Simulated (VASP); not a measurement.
The system is CoO.

```
CELL_PARAMETERS angstrom
0.00000 2.31925 2.31925
2.31925 0.00000 2.31925
2.31925 2.31925 0.00000
ATOMIC_POSITIONS crystal
Co 0.00000 0.00000 0.00000
O 0.25000 0.25000 0.25000
```

Base run:

```yaml
Program: VASP 6.6.1
Functional: PBE
Potentials_or_basis: VASP PAW PBE potentials, release 64 (Co, O)
Cutoff: 520 eV
k_mesh: 14 × 14 × 14
Occupations: gaussian, width 0.02 eV
Spin: collinear spin, ferromagnetic start
Starting_moments: "[0.5, 0.0] μB"
Hubbard_terms: Co d U = 3.32 eV
```

Its results: band gap on the k mesh 0.59 eV; pressure -1.7 GPa.

**Question.** The run is repeated on the same cell with these changes: spin from collinear spin, ferromagnetic start to no spin polarisation; further incar settings from ALGO = Normal; EDIFF = 1e-06; NBANDS = 18 to ALGO = Normal; EDIFF = 1e-06; NBANDS = 14. What comes out?

**Answer.** Band gap on the k mesh zero (an odd number of electrons rules out a gap without spin polarisation); pressure -23.1 GPa.

Caveats: a cell with one magnetic atom can't hold antiferromagnetic order, which such compounds often take (at least some runs); the cell stands under tension (at least some runs); an odd number of electrons without spin polarisation forces a metal (at least some runs); a magnetic or distorted state may lie lower (at least some runs); U without spin polarisation on a metal has little footing (at least some runs).

A k mesh can miss the band edges.
